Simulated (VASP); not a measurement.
A run of VASP 6.6.1 is set up as follows.

INCAR

```
ALGO = Normal
EDIFF = 1E-7
ENCUT = 520
GGA = PE
ISIF = 2
ISMEAR = -1
LASPH = T
LCHARG = F
LREAL = F
LWAVE = F
NBANDS = 11
NELM = 80
PREC = Accurate
SIGMA = 0.08
```

KPOINTS

```
k-points
0
Gamma
  17 17 9
```

Contents of POSCAR:

```
Si
1.0
    2.6050033719      0.0000000000      0.0000000000
   -1.3025016860      2.2559990970      0.0000000000
    0.0000000000      0.0000000000      4.2973185094
Si
2
Direct
    0.3333333333      0.6666666667      0.2500000000
    0.6666666667      0.3333333333      0.7500000000
```

Potentials or basis: VASP PAW PBE potentials, release 64 (Si).

Run with:

```sh
$ cat potpaw_PBE.64/Si/POTCAR > POTCAR
$ mpirun -np 1 vasp_std > vasp.out
```

(1) What does it give for the pressure?

(2) What does it give for the band gap on the k mesh?

Answers

(1) 14.7 GPa.

(2) zero (band 4 reaches 21.55 eV, above the bottom of band 5 at 8.38 eV).
